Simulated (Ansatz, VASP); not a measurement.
GaP: VASP beside Ansatz

```
Ga P
1.0
     0.00000    2.55854    2.55854
     2.55854    0.00000    2.55854
     2.55854    2.55854    0.00000
Ga P
1 1
Direct
  0.00000 0.00000 0.00000
  0.50000 0.50000 0.50000
```

Alike in both runs: task single point; functional PBEsol; dispersion D4; k mesh 6 × 6 × 6; occupations fermi-dirac, width 0.02 eV; no spin polarisation.

|  | VASP | Ansatz |
| --- | --- | --- |
| version | VASP 6.6.1 | Ansatz 0.2.0 |
| potentials or method | VASP PAW PBE potentials, release 64 (Ga_d, P) | plane waves |
| plane-wave cutoff (eV) | 500 | 420 |
| valence electrons in the cell | 18 | 18 |

|  | VASP | Ansatz | Ansatz less VASP |
| --- | --- | --- | --- |
| pressure (GPa) | -4.1 | -4.1 | -0.07 |

VASP's potentials were made for PBE, not for PBEsol.
